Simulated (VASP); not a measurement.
Set up this calculation in VASP 6.6.1, as the native input.

| Property | Result |
| --- | --- |
| Task | single point |
| Functional | LDA |
| Potentials or basis | VASP PAW LDA potentials, release 64 (Sn_d, O) |
| Cutoff | 600 eV |
| k mesh | 6 × 6 × 9 |
| Occupations | gaussian, width 0.01 eV |
| Spin | no spin polarisation |
| Dipole correction | no |
| Further INCAR settings | ALGO = Normal; EDIFF = 1e-06; NBANDS = 35 |

The structure of SnO2 lies in POSCAR:

```
SnO2
1.0
    4.7222526658      0.0000000000      0.0000000000
    0.0000000000      4.7222526658      0.0000000000
    0.0000000000      0.0000000000      3.1904847554
Sn O
2 4
Direct
    0.0000000000      0.0000000000      0.0000000000
    0.5000000000      0.5000000000      0.5000000000
    0.3060678045      0.3060678045      0.0000000000
    0.1939321955      0.8060678045      0.5000000000
    0.6939321955      0.6939321955      0.0000000000
    0.8060678045      0.1939321955      0.5000000000
```

The input as run:

INCAR

```
PREC = Accurate
ENCUT = 600
EDIFF = 1E-6
ISMEAR = 0
SIGMA = 0.01
LREAL = F
LASPH = T
NELM = 120
ALGO = Normal
ISIF = 2
LWAVE = F
LCHARG = F
GGA = CA
NBANDS = 35
GGA_COMPAT = F
```

KPOINTS

```
regular mesh
0
Gamma
  6 6 9
```

Potentials or basis: VASP PAW LDA potentials, release 64 (Sn_d, O).

Run with:

```bash
$ cat potpaw_LDA.64/Sn_d/POTCAR potpaw_LDA.64/O/POTCAR > POTCAR
$ mpirun -np 1 vasp_std > vasp.out
```

It gave:

```yaml
Pressure: 0.9 GPa
Largest_force: 0.020 eV/Å
Band_gap_on_the_k_mesh: 1.20 eV
```

Caveat: spin-orbit coupling is left out, which moves the levels of the heavy elements.

It took 3.1 min on 1 thread of Oxide Virtual Turin-like Processor, with other jobs on the host, peak memory 0.22 GiB.
